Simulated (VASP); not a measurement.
Wanted: the native input for a VASP 6.6.1 run.

```yaml
Task: single point
Functional: PBE
Potentials_or_basis: VASP PAW PBE potentials, release 64 (Zn, O)
Cutoff: 520 eV
k_mesh: 2 × 2 × 2
Occupations: fermi-dirac, width 0.15 eV
Spin: no spin polarisation
Dipole_correction: no
Further_INCAR_settings: ALGO = Normal; EDIFF = 1e-06; NBANDS = 87
```

The structure of Zn12O (a cell with a defect) lies in POSCAR:

```
Zn12O
1.0
    5.3200000000      0.0000000000      0.0000000000
   -3.9900000000      6.9108830000      0.0000000000
    0.0000000000      0.0000000000      4.9369600000
Zn O
12 1
Direct
   -0.0511880174      0.0309222425      0.1295534094
    0.1607475481      0.2123751769      0.5738349106
    0.0109450267      0.3246184315     -0.0494028714
    0.1808062459      0.5135812602      0.4416077910
    0.0380403159      0.6532016242     -0.0739929025
    0.2141224886      0.9083788569      0.5220824151
    0.4504652681      0.0241792547      0.0204376782
    0.6388920327      0.2259913820      0.4608706572
    0.5102555511      0.3393632912     -0.0249951387
    0.7349740024      0.5928475421      0.4672713573
    0.4736351653      0.6320899949      0.0197287400
    0.5702980027      0.8262619986      0.4672916127
    0.6143477137      0.8804084804      0.8714269510
```

The input as run:

INCAR

```
PREC = Accurate
ENCUT = 520
EDIFF = 1E-6
ISMEAR = -1
SIGMA = 0.15
LREAL = F
LASPH = T
NELM = 80
ALGO = Normal
ISIF = 2
LWAVE = F
LCHARG = T
GGA = PE
LELF = T
LVHAR = T
NBANDS = 87
```

KPOINTS

```
Automatic mesh
0
Gamma
  2 2 2
```

Potentials or basis: VASP PAW PBE potentials, release 64 (Zn, O).

Command:

```bash
$ cat potpaw_PBE.64/Zn/POTCAR potpaw_PBE.64/O/POTCAR > POTCAR
$ mpirun -np 1 vasp_std > vasp.out
```

Results of the run:

The pressure is 12.9 GPa. The largest force is 2.005 eV/Å and the band gap on the k mesh is zero (band 75 reaches 3.72 eV, above the bottom of band 76 at 3.06 eV).

Caveat: the k points lie up to 0.68 Å⁻¹ apart.

Wall time 7.5 min on 1 thread of AMD EPYC 7R13, on a shared host, peak memory 0.31 GiB.
